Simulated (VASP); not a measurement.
Wanted: the native input for a VASP 6.6.1 run.

- Task: single point
- Functional: BLYP
- Potentials or basis: VASP PAW PBE potentials, release 64 (Al, O)
- Cutoff: 520 eV
- k mesh: 7 × 7 × 7
- Occupations: fermi-dirac, width 0.05 eV
- Spin: no spin polarisation
- Dipole correction: no
- k mesh for the DOS: 11 × 11 × 11
- Occupations for the DOS: tetrahedron
- Further INCAR settings: ALGO = Normal; EDIFF = 1e-06

Crystal: Al2O3.

```xyz
10
Lattice="2.3803 1.3742 4.3319 -2.3803 1.3742 4.3319 0.0000 -2.7485 4.3319" Properties=species:S:1:pos:R:3 pbc="T T T"
Al    0.0000    0.0000   11.0743
Al    0.0000    0.0000    8.4191
Al    0.0000    0.0000    1.9213
Al    0.0000    0.0000    4.5765
O    -1.6503   -0.1099    5.4148
O     0.7300    1.4841    5.4148
O     0.9203   -1.3742    5.4148
O     1.6503    0.1099    7.5808
O    -0.7300   -1.4841    7.5808
O    -0.9203    1.3742    7.5808
```

One way to write it, as run:

POSCAR

```
Al2O3
1.0
    2.3802500000      1.3742379782      4.3318666667
   -2.3802500000      1.3742379782      4.3318666667
    0.0000000000     -2.7484759565      4.3318666667
Al O
4 6
Direct
    0.8521600000      0.8521600000      0.8521600000
    0.6478400000      0.6478400000      0.6478400000
    0.1478400000      0.1478400000      0.1478400000
    0.3521600000      0.3521600000      0.3521600000
    0.0566800000      0.7500000000      0.4433200000
    0.7500000000      0.4433200000      0.0566800000
    0.4433200000      0.0566800000      0.7500000000
    0.9433200000      0.2500000000      0.5566800000
    0.2500000000      0.5566800000      0.9433200000
    0.5566800000      0.9433200000      0.2500000000
```

INCAR.step1

```
PREC     = Accurate       # precision mode
ENCUT    = 520            # plane-wave cutoff, eV
EDIFF    = 1E-6           # SCF threshold, eV
ISMEAR   = -1             # smearing method
SIGMA    = 0.05           # smearing width, eV
LREAL    = False          # projectors in reciprocal space
LASPH    = True           # aspherical terms in the spheres
NELM     = 80             # most SCF steps
ALGO     = Normal         # electronic algorithm
ISIF     = 2              # what is computed and relaxed
LWAVE    = False          # write WAVECAR
LCHARG   = True           # write CHGCAR
GGA      = B5             # functional
ALDAX    = 1.0          
AGGAX    = 1.0          
AGGAC    = 1.0          
ALDAC    = 0.0          
NBANDS   = 35             # bands
```

KPOINTS.step1

```
regular mesh
0
Gamma
  7 7 7
```

INCAR.step2

```
PREC     = Accurate       # precision mode
ENCUT    = 520            # plane-wave cutoff, eV
EDIFF    = 1E-6           # SCF threshold, eV
ISMEAR   = -5             # smearing method
SIGMA    = 0.05           # smearing width, eV
LREAL    = False          # projectors in reciprocal space
LASPH    = True           # aspherical terms in the spheres
NELM     = 80             # most SCF steps
ALGO     = Normal         # electronic algorithm
ISIF     = 2              # what is computed and relaxed
LWAVE    = False          # write WAVECAR
LCHARG   = False          # write CHGCAR
GGA      = B5             # functional
ALDAX    = 1.0          
AGGAX    = 1.0          
AGGAC    = 1.0          
ALDAC    = 0.0          
LORBIT   = 10             # projections on sites
NEDOS    = 2001           # points of the DOS
ICHARG   = 11             # starting density
```

KPOINTS.step2

```
regular mesh
0
Gamma
  11 11 11
```

Potentials or basis: VASP PAW PBE potentials, release 64 (Al, O).

Launch:

```console
$ cat potpaw_PBE.64/Al/POTCAR potpaw_PBE.64/O/POTCAR > POTCAR
$ cp INCAR.step1 INCAR
$ cp KPOINTS.step1 KPOINTS
$ mpirun -np 1 vasp_std > vasp.out
$ cp INCAR.step2 INCAR
$ cp KPOINTS.step2 KPOINTS
$ mpirun -np 1 vasp_std > vasp.out
```

It gave:

* Valence electrons inside the program's atomic spheres: Al 0.70; O 5.21

It took 12 min on 1 thread of Intel Xeon 8259CL, on a shared host, peak memory 0.42 GiB.
